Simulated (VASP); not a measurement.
Write the native input for VASP 6.6.1 that does the following.

| Quantity | Value |
| --- | --- |
| Task | relaxation of cell and atoms |
| Functional | PBE |
| Potentials or basis | VASP PAW PBE potentials, release 64 (Ta_pv, Nb_sv, N) |
| Cutoff | 600 eV |
| k mesh | 6 × 6 × 10 |
| Occupations | gaussian, width 0.1 eV |
| Spin | no spin polarisation |
| Dipole correction | no |
| Further INCAR settings | ALGO = Normal; EDIFF = 1e-06; IBRION = 2; EDIFFG = -0.01; NSW = 100; ISIF = 3 |

The structure of Ta2NbN3 lies in POSCAR:

```
Ta2NbN3
1.0
    5.2182047663      0.0000000000      0.0000000000
   -2.6091023832      4.5190978898      0.0000000000
    0.0000000000      0.0000000000      2.9304318510
Ta Nb N
2 1 3
Direct
    0.3333333333      0.6666666667      0.5000000000
    0.6666666667      0.3333333333      0.5000000000
    0.0000000000      0.0000000000      0.0000000000
    0.3952691099      0.0000000000      0.0000000000
    0.0000000000      0.3952691099      0.0000000000
    0.6047308901      0.6047308901      0.0000000000
```

These files were run (other wordings do the same):

INCAR

```
  PREC = Accurate
  ENCUT = 600
  EDIFF = 1E-6
  ISMEAR = 0
  SIGMA = 0.1
  LREAL = False
  LASPH = True
  NELM = 100
  ALGO = Normal
  ISIF = 3
  LWAVE = False
  LCHARG = False
  GGA = PE
  IBRION = 2
  NSW = 100
  EDIFFG = -0.01
```

KPOINTS

```
regular mesh
0
Gamma
  6 6 10
```

Potentials or basis: VASP PAW PBE potentials, release 64 (Ta_pv, Nb_sv, N).

Command:

```bash
$ cat potpaw_PBE.64/Ta_pv/POTCAR potpaw_PBE.64/Nb_sv/POTCAR potpaw_PBE.64/N/POTCAR > POTCAR
$ mpirun -np 1 vasp_std > vasp.out
```

It gave:

```yaml
Relaxed_volume: 11.53 Å³/atom
Relaxed_cell: a = 5.229 Å, b = 5.229 Å, c = 2.920 Å, α = 90.00°, β = 90.00°, γ = 120.00°
Space_group_after_relaxing_to_0.05_Å: P-62m (No. 189)
Energy_gained_by_relaxing: 0.4 meV/atom
Ionic_steps: 7
Pressure_after_relaxing: 0.0 GPa
Band_gap_on_the_k_mesh: zero (band 25 reaches 11.23 eV, above the bottom of band 26 at 8.47 eV)
```

Caveat: spin-orbit coupling is left out, which moves the levels of the heavy elements.

Wall time 3.5 min on 1 thread of AMD EPYC 9R45 96-Core Processor (Zen 5), with other jobs on the host, peak memory 0.24 GiB.
